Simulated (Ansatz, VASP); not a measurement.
**PW in VASP and in Ansatz**

```
CELL_PARAMETERS angstrom
5.66366 0.00000 0.00000
0.00000 3.21067 0.00000
0.00000 0.00000 6.18929
ATOMIC_POSITIONS crystal
P 0.81737 0.75000 0.56521
P 0.18263 0.25000 0.43479
P 0.68263 0.25000 0.06521
P 0.31737 0.75000 0.93479
W 0.98667 0.75000 0.18818
W 0.01333 0.25000 0.81182
W 0.51333 0.25000 0.68818
W 0.48667 0.75000 0.31182
```

Alike in both runs: functional LDA; k mesh 6 × 12 × 6; occupations gaussian, width 0.1 eV; no spin polarisation.

Ansatz relaxed the structure, and its values are those at the end. VASP's run is a single point on that final structure, the one shown.

```csv
,VASP,Ansatz
version,VASP 6.6.1,Ansatz 0.2.0
potentials or method,"VASP PAW LDA potentials, release 64 (P, W_sv), cutoff 520 eV","scalar-relativistic, plane waves, PAW"
valence electrons in the cell,76,76
```

|  | VASP | Ansatz | Ansatz less VASP |
| --- | --- | --- | --- |
| gap on the k mesh at the Fermi level (eV) | none | none | - |
| pressure (GPa) | 1.0 | 0.0 | -1.00 |
| rms of the force components (eV/Å) | 0.013 | 0.001 | -0.0122 |

LDA's correlation is that of Perdew and Zunger in VASP and of Perdew and Wang (1992) in Ansatz. A gap of «none» marks a metal or a gap that the smearing closes.

Spin-orbit coupling is off throughout.
